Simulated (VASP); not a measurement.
Set up this calculation in VASP 6.6.1, as the native input.

```yaml
Task: single point
Functional: r2SCAN
Potentials_or_basis: VASP PAW PBE potentials, release 64 (C_h)
Cutoff: 1430 eV
k_mesh: 12 × 12 × 4
Occupations: fermi-dirac, width 0.02 eV
Spin: no spin polarisation
Dipole_correction: no
Further_INCAR_settings: ALGO = Normal; EDIFF = 1e-06; NBANDS = 21
```

The system is C.

```
C
1.0
     0.00000    1.78011   -1.78011
    -1.78011    0.00000    1.78011
     3.56021    3.56021    3.56021
C
6
Direct
  0.33333 0.66667 0.20833
  0.66667 0.33333 0.54167
  0.00000 0.00000 0.87500
  0.00000 0.00000 0.12500
  0.33333 0.66667 0.45833
  0.66667 0.33333 0.79167
```

These files were run (other wordings do the same):

POSCAR

```
C
1.0
    0.0000000000      1.7801050042     -1.7801050042
   -1.7801050042      0.0000000000      1.7801050042
    3.5602100083      3.5602100083      3.5602100083
C
6
Direct
    0.3333333330      0.6666666670      0.2083333330
    0.6666666670      0.3333333330      0.5416666670
    0.0000000000      0.0000000000      0.8750000000
    0.0000000000      0.0000000000      0.1250000000
    0.3333333330      0.6666666670      0.4583333330
    0.6666666670      0.3333333330      0.7916666670
```

INCAR.step1

```
PREC     = Accurate       # precision mode
ENCUT    = 1430           # plane-wave cutoff, eV
ISMEAR   = -1             # smearing method
SIGMA    = 0.02           # smearing width, eV
LREAL    = F              # projectors in reciprocal space
LASPH    = T              # aspherical terms in the spheres
NELM     = 120            # most SCF steps
NBANDS   = 21             # bands
GGA      = PE             # functional
ALGO     = Normal         # electronic algorithm
EDIFF    = 1E-5           # SCF threshold, eV
LWAVE    = T              # write WAVECAR
LCHARG   = F              # write CHGCAR
GGA_COMPAT= F
```

INCAR.step2

```
PREC     = Accurate       # precision mode
ENCUT    = 1430           # plane-wave cutoff, eV
EDIFF    = 1E-6           # SCF threshold, eV
ISMEAR   = -1             # smearing method
SIGMA    = 0.02           # smearing width, eV
LREAL    = F              # projectors in reciprocal space
LASPH    = T              # aspherical terms in the spheres
NELM     = 120            # most SCF steps
ALGO     = Normal         # electronic algorithm
ISIF     = 2              # what is computed and relaxed
LWAVE    = F              # write WAVECAR
LCHARG   = T              # write CHGCAR
METAGGA  = R2SCAN         # meta-GGA
LMIXTAU  = T            
LELF     = T              # ELF
LVHAR    = T            
NBANDS   = 21             # bands
ISTART   = 1            
GGA_COMPAT= F
```

KPOINTS

```
regular mesh
0
Gamma
  12 12 4
```

Potentials or basis: VASP PAW PBE potentials, release 64 (C_h).

Command:

```sh
$ cat potpaw_PBE.64/C_h/POTCAR > POTCAR
$ cp INCAR.step1 INCAR
$ mpirun -np 1 vasp_std > vasp.out
$ cp INCAR.step2 INCAR
$ mpirun -np 1 vasp_std > vasp.out
```

It gave:

- Pressure: -0.6 GPa
- Band gap on the k mesh: 4.44 eV

Caveat: the PAW data sets were made with another functional, which shifts forces and pressure a little.

Wall time 5.1 min on 1 thread of Intel(R) Xeon(R) 6975P-C (Granite Rapids), with other jobs on the host, peak memory 0.38 GiB.
